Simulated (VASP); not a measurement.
A run of VASP 6.6.1 is set up as follows.

File INCAR:

```
SYSTEM = BiB
ALGO = Normal
EDIFF = 1E-6
EDIFFG = -0.005
ENCUT = 600
GGA = PS
IBRION = 2
ISIF = 3
ISMEAR = -1
LASPH = .TRUE.
LCHARG = .FALSE.
LREAL = .FALSE.
LWAVE = .FALSE.
NELM = 80
NSW = 80
PREC = Accurate
SIGMA = 0.02
```

File KPOINTS:

```
k-points
0
G
  8 8 8
  0 0 0
```

The input POSCAR:

```
BiB
1.0
    0.0000000000      2.7600269748      2.7600269748
    2.7600269748      0.0000000000      2.7600269748
    2.7600269748      2.7600269748      0.0000000000
B Bi
1 1
Direct
    0.0000000000      0.0000000000      0.0000000000
    0.2500000000      0.2500000000      0.2500000000
```

Potentials or basis: VASP PAW PBE potentials, release 64 (B, Bi_d).

Run with:

```sh
$ cat potpaw_PBE.64/B/POTCAR potpaw_PBE.64/Bi_d/POTCAR > POTCAR
$ mpirun -np 1 vasp_std > vasp.out
```

**Question.** What does it give for the band gap on the k mesh?

**Answer.** 0.45 eV.

**Question.** Estimate the space group after relaxing (to 0.1 Å).

**Answer.** F-43m (No. 216).

**Question.** What does it give for the relaxed volume?

**Answer.** 20.29 Å³/atom.

**Question.** Estimate the relaxed cell.

**Answer.** a = 3.857 Å, b = 3.857 Å, c = 3.857 Å, α = 60.00°, β = 60.00°, γ = 60.00°.

Final structure:
```
CELL_PARAMETERS angstrom
0.00000 2.72733 2.72733
2.72733 0.00000 2.72733
2.72733 2.72733 0.00000
ATOMIC_POSITIONS crystal
B 0.00000 0.00000 0.00000
Bi 0.25000 0.25000 0.25000
```

Caveat: the PAW data sets were made with another functional, which shifts forces and pressure a little; spin-orbit coupling is left out, which moves the levels of the heavy elements. A k mesh can miss the band edges.
